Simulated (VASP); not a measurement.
A run of VASP 6.6.1:

INCAR

```
SYSTEM = Ni
PREC = Accurate
ENCUT = 600
EDIFF = 1E-6
ISMEAR = -1
SIGMA = 0.1
LREAL = .FALSE.
LASPH = .TRUE.
NELM = 200
ALGO = Normal
ISIF = 2
LWAVE = .FALSE.
LCHARG = .FALSE.
ISPIN = 2
MAGMOM = 2
LORBIT = 11
LMAXMIX = 4
GGA = PE
NBANDS = 15
GGA_COMPAT = .FALSE.
```

Contents of KPOINTS:

```
Automatic mesh
0
G
  14 14 14
  0 0 0
```

Contents of POSCAR:

```
Ni
1.0
    0.0000000000      1.7672600000      1.7672600000
    1.7672600000      0.0000000000      1.7672600000
    1.7672600000      1.7672600000      0.0000000000
Ni
1
Direct
    0.0000000000      0.0000000000      0.0000000000
```

Potentials or basis: VASP PAW PBE potentials, release 64 (Ni).

The run is started by

```console
$ cat potpaw_PBE.64/Ni/POTCAR > POTCAR
$ mpirun -np 1 vasp_std > vasp.out
```

Hardware: 1 thread of Intel(R) Xeon(R) 6975P-C (Granite Rapids) (shared host).

Task: How long does it take, and how much memory?

Result: Wall time 16 s on 1 thread of Intel(R) Xeon(R) 6975P-C (Granite Rapids), on a shared host, peak memory 0.15 GiB. Counts: scf iterations 12, k points 104.
